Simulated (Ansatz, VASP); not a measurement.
**P in VASP and in Ansatz**

```xyz
2
Lattice="0.0000 2.7732 2.7732 2.7732 0.0000 2.7732 2.7732 2.7732 0.0000" Properties=species:S:1:pos:R:3 pbc="T T T"
P     0.6933    0.6933    0.6933
P     4.8531    4.8531    4.8531
```

Alike in both runs: task single point; functional LDA; k mesh 12 × 12 × 12; occupations fermi-dirac, width 0.1 eV; no spin polarisation.

|  | VASP | Ansatz |
| --- | --- | --- |
| version | VASP 6.6.1 | Ansatz 0.2.0 |
| potentials or method | VASP PAW LDA potentials, release 64 (P), cutoff 520 eV | plane waves (420 eV) with PAW, scalar-relativistic |
| valence electrons in the cell | 10 | 10 |

|  | VASP | Ansatz | Ansatz less VASP |
| --- | --- | --- | --- |
| pressure (GPa) | -4.8 | -4.8 | +0.07 |

Ansatz warns that its potentials were made for another functional, while VASP's fit it. LDA's correlation is that of Perdew and Zunger in VASP and of Perdew and Wang (1992) in Ansatz.
